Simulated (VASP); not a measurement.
## Al: single point with PBE

The system is Al.

```
Al
1.0
     0.00000    1.97897    1.97897
     1.97897    0.00000    1.97897
     1.97897    1.97897    0.00000
Al
1
Direct
  0.00000 0.00000 0.00000
```

- Program: VASP 6.6.1
- Task: single point
- Functional: PBE
- Potentials or basis: VASP PAW PBE potentials, release 64 (Al)
- Cutoff: 500 eV
- k mesh: 46 × 46 × 46
- Occupations: fermi-dirac, width 0.0612256 eV
- Spin: no spin polarisation
- Dipole correction: no
- Further INCAR settings: ALGO = Normal; EDIFF = 1e-06; NBANDS = 8

```
Pressure               : 5.5 GPa
Band gap on the k mesh : zero (an odd number of electrons rules out a gap without spin polarisation)
```

Levels at points of the mesh, in eV from the Fermi level:
| k point | band 1 | band 2 | band 3 | band 4 | band 5 |
| --- | --- | --- | --- | --- | --- |
| (0.00, 0.00, 0.00) | -11.58 | 12.96 | 12.96 | 12.96 | 14.94 |
| (0.50, 0.00, 0.00) | -4.86 | -4.48 | 11.74 | 11.74 | 12.08 |
| (0.50, 0.50, 0.00) | -3.09 | -1.63 | 5.26 | 5.89 | 5.89 |

Wall time 4.3 min on 1 thread of Intel Xeon 8259CL, on a shared host, peak memory 0.34 GiB.

Caveat: the cell stands under pressure.
